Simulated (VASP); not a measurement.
Here is a VASP 6.6.1 calculation.

The input INCAR:

```
PREC = Accurate ; ENCUT = 520
EDIFF = 1E-7 ; ISMEAR = 0
SIGMA = 0.05 ; LREAL = F
LASPH = T ; NELM = 60
ALGO = Normal ; ISIF = 2
LWAVE = F ; LCHARG = T
GGA = PE ; LELF = T
LVHAR = T ; NBANDS = 25
```

KPOINTS

```
Automatic mesh
0
Gamma
  6 6 10
```

File POSCAR:

```
SiO2
1.0
    4.5869660397      0.0000000000      0.0000000000
    0.0000000000      4.5869660397      0.0000000000
    0.0000000000      0.0000000000      2.6608989996
Si O
2 4
Direct
    0.5000000000      0.5000000000      0.5000000000
    0.0000000000      0.0000000000      0.0000000000
    0.6930127928      0.6930127928      0.0000000000
    0.1930127928      0.8069872072      0.5000000000
    0.3069872072      0.3069872072      0.0000000000
    0.8069872072      0.1930127928      0.5000000000
```

Potentials or basis: VASP PAW PBE potentials, release 64 (Si, O).

The run is started by

```bash
$ cat potpaw_PBE.64/Si/POTCAR potpaw_PBE.64/O/POTCAR > POTCAR
$ mpirun -np 1 vasp_std > vasp.out
```

Task: What does it give for the pressure?

Result: -27.5 GPa.

Task: Predict the band gap on the k mesh.

Result: 2.98 eV.

Task: Predict the largest force.

Result: 1.875 eV/Å.

Stress tensor (GPa, compression positive):
```
-35.37   0.00   0.00
  0.00 -35.37   0.00
  0.00   0.00 -11.79
```

Caveat: the cell stands under tension; forces of over 1 eV/Å act on the atoms, so gaps and moduli don't describe the material at rest.
